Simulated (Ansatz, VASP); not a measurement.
# Zr3H in VASP and in Ansatz

```
CELL_PARAMETERS angstrom
1.67295 -2.74304 0.00000
1.67295 2.74304 0.00000
0.00000 0.00000 15.93575
ATOMIC_POSITIONS crystal
Zr 0.73407 0.26593 0.00392
Zr 0.27102 0.72898 0.82731
Zr 0.63248 0.36752 0.66365
Zr 0.26593 0.73407 0.50392
Zr 0.72898 0.27102 0.32731
Zr 0.36752 0.63248 0.16365
H 0.61865 0.38135 0.88015
H 0.38135 0.61865 0.38015
```

Change from the starting cell: the structure that the rattled cell fell into.

Alike in both runs: functional PBE; k mesh 10 × 10 × 2; occupations gaussian, width 0.1 eV; no spin polarisation.

Ansatz relaxed the structure, and its values are those at the end. VASP's run is a single point on that final structure, the one shown.

|  | VASP | Ansatz |
| --- | --- | --- |
| version | VASP 6.6.1 | Ansatz 0.2.0 |
| potentials or method | VASP PAW PBE potentials, release 64 (Zr_sv, H), cutoff 520 eV | scalar-relativistic, plane waves, PAW |
| valence electrons in the cell | 74 | 74 |

|  | VASP | Ansatz | Ansatz less VASP |
| --- | --- | --- | --- |
| gap on the k mesh at the Fermi level (eV) | none | none | - |
| pressure (GPa) | 0.0 | 0.0 | 0.00 |

A gap of «none» marks a metal or a gap that the smearing closes.
